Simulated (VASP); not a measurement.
Runs of VASP 6.6.1 on Be2C. Symmetry: Fm-3m, No. 225, cubic system. Conventional cell: a = 4.321 Å, b = 4.321 Å, c = 4.321 Å, α = 90.00°, β = 90.00°, γ = 90.00°. Within 2.5 Å of C (site symmetry m-3m) lie 8 Be at 1.87 Å. Within 2.5 Å of Be (site symmetry -43m) lie 4 C at 1.87 Å and 6 Be at 2.16 Å. 

```tsv
level	k mesh	cutoff (eV)	grid for exact exchange (PRECFOCK)	share of exact exchange	screening parameter	gap on the mesh (eV)	pressure (GPa)
PBE	6 × 6 × 6	600	-	-	-	1.16	1.3
PBE	8 × 8 × 8	600	-	-	-	1.16	1.3
HSE06	6 × 6 × 6	520	Normal	0.25	0.2079 1/Å	1.90	(a)
r2SCAN	6 × 6 × 6	660	-	-	-	1.52	0.8
r2SCAN	8 × 8 × 8	660	-	-	-	1.53	0.8
```

Alike in all rows: task single point; potentials or basis VASP PAW PBE potentials, release 64 (C, Be); no spin polarisation; cell as given; smearing gaussian 0.01 eV.

Q: Fill in the values left out.

A: (a) -1.9.

Caveats: the PAW data sets were made with another functional, which shifts forces and pressure a little (at least some runs).

A k mesh can miss the band edges.
